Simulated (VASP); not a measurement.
# AlN (P6_3mc) in VASP: density of states with PBEsol

Aim: the density of states of AlN with PBEsol.

Program: VASP 6.6.1. These are calculated values, not measurements. Logs are shortened: lines on timing, memory, paths and dates and some standing lists are left out, and cuts for length are marked.

## 1. The cell of the first run

Symmetry: P6_3mc, No. 186, hexagonal system. Conventional cell: a = 3.130 Å, b = 3.130 Å, c = 5.018 Å, α = 90.00°, β = 90.00°, γ = 120.00°. Within 2.5 Å of Al (site symmetry 3m) lie 4 N at 1.90 to 1.91 Å. N (site symmetry 3m) has 4 Al at 1.90 to 1.91 Å within 2.5 Å.

## 2. Density of states, PBEsol

POSCAR

```
AlN
1.0
    3.1302469247      0.0000000000      0.0000000000
   -1.5651234624      2.7108733569      0.0000000000
    0.0000000000      0.0000000000      5.0179926666
Al N
2 2
Direct
    0.3333333333      0.6666666667     -0.0007707950
    0.6666666667      0.3333333333      0.4992292050
    0.3333333333      0.6666666667      0.3807707950
    0.6666666667      0.3333333333      0.8807707950
```

INCAR.step1

```
SYSTEM = AlN
ALGO = Normal
EDIFF = 1E-6
ENCUT = 520
GGA = PS
ISIF = 2
ISMEAR = 0
LASPH = .True.
LCHARG = .True.
LREAL = .False.
LWAVE = .False.
NBANDS = 16
NELM = 80
PREC = Accurate
SIGMA = 0.02
```

KPOINTS.step1

```
k-points
0
Gamma
  12 12 6
  0 0 0
```

INCAR.step2

```
SYSTEM = AlN
ALGO = Normal
EDIFF = 1E-6
ENCUT = 520
GGA = PS
ICHARG = 11
ISIF = 2
ISMEAR = -5
LASPH = .True.
LCHARG = .False.
LORBIT = 10
LREAL = .False.
LWAVE = .False.
NBANDS = 16
NEDOS = 1001
NELM = 80
PREC = Accurate
SIGMA = 0.02
```

KPOINTS.step2

```
k-points
0
Gamma
  18 18 9
  0 0 0
```

Potentials or basis: VASP PAW PBE potentials, release 64 (Al, N).

Launch:

```console
$ cat potpaw_PBE.64/Al/POTCAR potpaw_PBE.64/N/POTCAR > POTCAR
$ cp INCAR.step1 INCAR
$ cp KPOINTS.step1 KPOINTS
$ mpirun -np 1 vasp_std > vasp.out
$ cp INCAR.step2 INCAR
$ cp KPOINTS.step2 KPOINTS
$ mpirun -np 1 vasp_std > vasp.out
```

OUTCAR:

```text
SYSTEM = AlN
   EDIFF = 1E-6
   ENCUT = 520
   GGA = PS
   ICHARG = 11
   ISIF = 2
   ISMEAR = -5
   LASPH = .True.
   LORBIT = 10
   LREAL = .False.
   NELM = 80
   PREC = Accurate

 ion  position               nearest neighbor table
   1  0.333  0.667  0.999-   4 1.90   4 1.90   4 1.90   3 1.91   2 3.09   2 3.09   2 3.09   2 3.09
                             2 3.09   2 3.09
   2  0.667  0.333  0.499-   3 1.90   3 1.90   3 1.90   4 1.91   1 3.09   1 3.09   1 3.09   1 3.09
                             1 3.09   1 3.09
   3  0.333  0.667  0.381-   2 1.90   2 1.90   2 1.90   1 1.91
   4  0.667  0.333  0.881-   1 1.90   1 1.90   1 1.90   2 1.91

  LATTYP: Found a hexagonal cell.
 ALAT       =     3.1302469247
 C/A-ratio  =     1.6030660799

  Lattice vectors:

 A1 = (   3.1302469247,   0.0000000000,   0.0000000000)
 A2 = (  -1.5651234624,   2.7108733569,   0.0000000000)
 A3 = (   0.0000000000,   0.0000000000,   5.0179926666)

Analysis of symmetry for initial positions (statically):
=====================================================================
 Subroutine PRICEL returns:
 Original cell was already a primitive cell.

 Routine SETGRP: Setting up the symmetry group for a
 hexagonal supercell.

 Subroutine GETGRP returns: Found 12 space group operations
 (whereof  6 operations were pure point group operations)
 out of a pool of 24 trial point group operations.

The static configuration has the point symmetry C_3v.
 The point group associated with its full space group is C_6v.

Analysis of symmetry for dynamics (positions and initial velocities):
=====================================================================
 Subroutine PRICEL returns:
 Original cell was already a primitive cell.

 Routine SETGRP: Setting up the symmetry group for a
 hexagonal supercell.

 Subroutine GETGRP returns: Found 12 space group operations
 (whereof  6 operations were pure point group operations)
 out of a pool of 24 trial point group operations.

The dynamic configuration has the point symmetry C_3v.
 The point group associated with its full space group is C_6v.

 Subroutine INISYM returns: Found 12 space group operations
 (whereof  6 operations are pure point group operations),
 and found     1 'primitive' translations

----------------------------------------------------------------------------------------

                                     Primitive cell

  volume of cell :      42.5812

  direct lattice vectors                    reciprocal lattice vectors
     3.130246925  0.000000000  0.000000000     0.319463616  0.184442404  0.000000000
    -1.565123462  2.710873357  0.000000000     0.000000000  0.368884809  0.000000000
     0.000000000  0.000000000  5.017992667     0.000000000  0.000000000  0.199282874

  length of vectors
     3.130246925  3.130246925  5.017992667     0.368884809  0.368884809  0.199282874

  position of ions in fractional coordinates (direct lattice)
     0.333333333  0.666666667  0.999229205
     0.666666667  0.333333333  0.499229205
     0.333333333  0.666666667  0.380770795
     0.666666667  0.333333333  0.880770795

  ion indices of the primitive-cell ions
   primitive index   ion index
                 1           1
                 2           2
                 3           3
                 4           4

----------------------------------------------------------------------------------------

 KPOINTS: k-points

Automatic generation of k-mesh.
 Grid dimensions read from file:
 generate k-points for:   18   18    9

 Generating k-lattice:

  Cartesian coordinates                     Fractional coordinates (reciprocal lattice)
     0.017747979  0.010246800  0.000000000     0.055555556 -0.000000000  0.000000000
     0.000000000  0.020493600  0.000000000     0.000000000  0.055555556  0.000000000
     0.000000000  0.000000000  0.022142542     0.000000000  0.000000000  0.111111111

  Length of vectors
     0.020493600  0.020493600  0.022142542

  Shift w.r.t. Gamma in fractional coordinates (k-lattice)
     0.000000000  0.000000000  0.000000000

 TETIRR: Found   2805 inequivalent tetrahedra from    17496

 Subroutine IBZKPT returns following result:
 ===========================================

 Found    185 irreducible k-points:

 Following reciprocal coordinates:
            Coordinates               Weight
  0.000000  0.000000  0.000000      1.000000
  0.055556  0.000000  0.000000      6.000000
  0.111111  0.000000  0.000000      6.000000
  0.166667  0.000000  0.000000      6.000000
  0.222222  0.000000  0.000000      6.000000
  0.277778  0.000000  0.000000      6.000000
[... 16 lines left out ...]
  0.333333  0.111111  0.000000     12.000000
  0.388889  0.111111  0.000000     12.000000
 [... further k-points ...]
   k-points           NKPTS =    185   k-points in BZ     NKDIM =    185   number of bands    NBANDS=     16
   number of dos      NEDOS =   1001   number of ions     NIONS =      4
   total plane-waves  NPLWV =  23040
   dimension x,y,z NGX =    24 NGY =   24 NGZ =   40
   dimension x,y,z NGXF=    48 NGYF=   48 NGZF=   80
   ions per type =               2   2
   NGX,Y,Z   is equivalent  to a cutoff of  12.75, 12.75, 13.25 a.u.
   NGXF,Y,Z  is equivalent  to a cutoff of  25.49, 25.49, 26.50 a.u.
 SYSTEM =  AlN
   PREC   = accura    normal or accurate (medium, high low for compatibility)
   ISTART =      0    job   : 0-new  1-cont  2-samecut
   ICHARG =     11    charge: 1-file 2-atom 10-const
   ISPIN  =      1    spin polarized calculation?
   LNONCOLLINEAR =      F non collinear calculations
   LSORBIT =      F    spin-orbit coupling
   LASPH  =      T    aspherical Exc in radial PAW
   ENCUT  =  520.0 eV  38.22 Ry    6.18 a.u.   5.82  5.82  9.33*2*pi/ulx,y,z
   NELM   =     80;   NELMIN=  2; NELMDL=  0     # of ELM steps
   EDIFF  = 0.1E-05   stopping-criterion for ELM
   LREAL  =      F    real-space projection
   EDIFFG = 0.1E-04   stopping-criterion for IOM
   NSW    =      0    number of steps for IOM
   IBRION =     -1    ionic relax: 0-MD 1-quasi-New 2-CG
   NFREE  =      0    steps in history (QN), initial steepest desc. (CG)
   ISIF   =      2    stress and relaxation
   ISYM   =      2    0-nonsym 1-usesym 2-fastsym
   POTIM  = 0.5000    time-step for ionic-motion
   TEBEG  =    0.0;   TEEND  =   0.0 temperature during run
   PSTRESS=    0.0 pullay stress
   NELECT =      16.0000    total number of electrons
   NUPDOWN=      -1.0000    fix difference up-down
   EMIN   =  10.00;   EMAX   =-10.00  energy-range for DOS
   EFERMI =   0.00;   METHOD = LEGACY
   ISMEAR =    -5;   SIGMA  =   0.02  broadening in eV -4-tet -1-fermi 0-gaus
   EFERMI_NEDOS =   21; number of points for ismear=-14 and -15
   IALGO  =     38    algorithm
   IMIX   =      4    mixing-type and parameters
     AMIX     =   0.40;   BMIX     =  1.00
     AMIX_MAG =   1.60;   BMIX_MAG =  1.00
  volume/ion in A,a.u.               =      10.65        71.84
  Fermi-wavevector in a.u.,A,eV,Ry     =   1.181342  2.232412 18.987859  1.395568
  Thomas-Fermi vector in A             =   2.317617
   LORBIT       =     10    0 simple, 1 ext, 2 COOP (PROOUT), +10 PAW based schemes
   GGA     = PS    functional components
   LHFCALC =     F    Hartree Fock is set to
   AEXX    =    0.0000 exact exchange contribution
   IVDW    =     0    specifies the selected vdW correction
   LEPSILON=     F    determine dielectric tensor
   LRPA    =     F    only Hartree local field effects (RPA)
 non-spin polarized calculation
 Fermi weights with tetrahedron method with Bloechl corrections
  energy-cutoff  :      520.00
  volume of cell :       42.58
 maximum number of plane-waves:      1164
 NGX is ok and might be reduce to    24

 number of electron      15.9999998 magnetization

 Free energy of the ion-electron system (eV)
  ---------------------------------------------------
  ext. energy  EPLUGINS =         0.00000000
  ---------------------------------------------------
  free energy    TOTEN  =       -31.30480855 eV

  energy without entropy =      -31.30480855  energy(sigma->0) =      -31.30480855

 E-fermi :   5.8910     XC(G=0): -11.0235

 val. band max:        5.8719223002   @ k =   0.0000   0.0000   0.0000
 cond. band min:       9.8422289637   @ k =   0.0000   0.0000   0.0000
 fundamental gap:      3.9703066636
 Fermi energy:         5.8910214732

 k-point     1 :       0.0000    0.0000    0.0000
  band No.  band energies     occupation
      1      -9.1724      2.00000
      2      -7.0534      2.00000
      3      -0.0938      2.00000
      4       5.0233      2.00000
      5       5.0233      2.00000
      6       5.6689      2.00000
[... 8 lines left out ...]
     15      18.7498      0.00000
     16      18.7498      0.00000

 k-point     2 :       0.0556    0.0000    0.0000
  band No.  band energies     occupation
      1      -9.1333      2.00000
      2      -7.0310      2.00000
      3      -0.0473      2.00000
      4       4.8334      2.00000
      5       4.9694      2.00000
      6       5.4680      2.00000
[... 8 lines left out ...]
     15      18.7466      0.00000
     16      18.8000      0.00000

 k-point     3 :       0.1111    0.0000    0.0000
  band No.  band energies     occupation
      1      -9.0174      2.00000
      2      -6.9662      2.00000
      3       0.0915      2.00000
      4       4.3167      2.00000
      5       4.8268      2.00000
      6       4.9809      2.00000
[... 8 lines left out ...]
     15      18.6017      0.00000
     16      18.7772      0.00000

 k-point     4 :       0.1667    0.0000    0.0000
  band No.  band energies     occupation
      1      -8.8293      2.00000
      2      -6.8672      2.00000
      3       0.3192      2.00000
      4       3.6015      2.00000
      5       4.3700      2.00000
      6       4.6332      2.00000
[... 8 lines left out ...]
     15      17.9786      0.00000
     16      18.4410      0.00000

 k-point     5 :       0.2222    0.0000    0.0000
  band No.  band energies     occupation
      1      -8.5773      2.00000
      2      -6.7477      2.00000
      3       0.6299      2.00000
      4       2.8180      2.00000
      5       3.7268      2.00000
      6       4.4225      2.00000
[... 8 lines left out ...]
     15      17.7750      0.00000
     16      18.5680      0.00000

 k-point     6 :       0.2778    0.0000    0.0000
  band No.  band energies     occupation
      1      -8.2750      2.00000
      2      -6.6285      2.00000
      3       1.0130      2.00000
      4       2.0609      2.00000
      5       3.1069      2.00000
      6       4.2206      2.00000
[... 8 lines left out ...]
     15      17.6616      0.00000
     16      19.2705      0.00000
[... 267 lines left out ...]
 k-point    21 :       0.2222    0.1111    0.0000
  band No.  band energies     occupation
      1      -8.1777      2.00000
      2      -6.5928      2.00000
      3       1.1387      2.00000
      4       2.1237      2.00000
      5       2.7600      2.00000
      6       4.1148      2.00000
[... 8 lines left out ...]
     15      18.0502      0.00000
     16      19.6148      0.00000

 k-point    22 :       0.2778    0.1111    0.0000
  band No.  band energies     occupation
      1      -7.8542      2.00000
      2      -6.5107      2.00000
      3       1.4777      2.00000
      4       1.5839      2.00000
      5       2.3912      2.00000
      6       3.7926      2.00000
[... 8 lines left out ...]
     15      17.8762      0.00000
     16      20.0826      0.00000

 k-point    23 :       0.3333    0.1111    0.0000
  band No.  band energies     occupation
      1      -7.5337      2.00000
      2      -6.4796      2.00000
      3       0.9895      2.00000
      4       2.0024      2.00000
      5       2.1227      2.00000
      6       3.5401      2.00000
[... 8 lines left out ...]
     15      17.8847      0.00000
     16      20.3676      0.00000

 k-point    24 :       0.3889    0.1111    0.0000
  band No.  band energies     occupation
      1      -7.2679      2.00000
      2      -6.5046      2.00000
      3       0.6718      2.00000
      4       1.8819      2.00000
      5       2.4619      2.00000
      6       3.3819      2.00000
[... 8 lines left out ...]
     15      18.3254      0.00000
     16      20.5347      0.00000

 [... further k-points ...]

------------------------ aborting loop because EDIFF is reached ----------------------------------------

  FORCE on cell =-STRESS in cart. coord.  units (eV):
  Direction    XX          YY          ZZ          XY          YZ          ZX
  --------------------------------------------------------------------------------------
  -------------------------------------------------------------------------------------
  Total       -0.8986824     -0.8986824     -0.9233749      0.0000000     -0.0000000      0.0000000
  in kB      -33.8141888    -33.8141888    -34.7432781      0.0000000     -0.0000000      0.0000000
  external PRESSURE =     -34.1238852 kB  Pullay stress =       0.0000000 kB

 VOLUME and BASIS-vectors are now :
 -----------------------------------------------------------------------------
  energy-cutoff  :      520.00
  volume of cell :       42.58
      direct lattice vectors                 reciprocal lattice vectors
     3.130246925  0.000000000  0.000000000     0.319463616  0.184442404  0.000000000
    -1.565123462  2.710873357  0.000000000     0.000000000  0.368884809  0.000000000
     0.000000000  0.000000000  5.017992667     0.000000000  0.000000000  0.199282874

 POSITION                                       TOTAL-FORCE (eV/Angst)
 -----------------------------------------------------------------------------------
     -0.00000      1.80725      5.01412         0.000000     -0.000000     -0.002391
      1.56512      0.90362      2.50513         0.000000     -0.000000     -0.002391
     -0.00000      1.80725      1.91071        -0.000000     -0.000000      0.002391
      1.56512      0.90362      4.41970         0.000000      0.000000      0.002391
 -----------------------------------------------------------------------------------
    total drift:                               -0.000000     -0.000000      0.000605

  FREE ENERGIE OF THE ION-ELECTRON SYSTEM (eV)
  ---------------------------------------------------
  free  energy   TOTEN  =       -31.3048085454 eV

  energy  without entropy=      -31.3048085454  energy(sigma->0) =      -31.30480855

 total charge

# of ion       s       p       d       tot
------------------------------------------
    1        0.366   0.432   0.000   0.799
    2        0.366   0.432   0.000   0.799
    3        1.216   2.612   0.000   3.828
    4        1.216   2.612   0.000   3.828
--------------------------------------------------
tot          3.164   6.089   0.000   9.254
```

It took 3.2 min on 1 thread of AMD EPYC 7R13 (Zen 3), shared host; peak memory 0.19 GiB.

Results:

| Item | Value |
| --- | --- |
| Valence electrons inside the program's atomic spheres | Al 0.80; N 3.83 |

Caveat: the PAW data sets were made with another functional, which shifts forces and pressure a little.
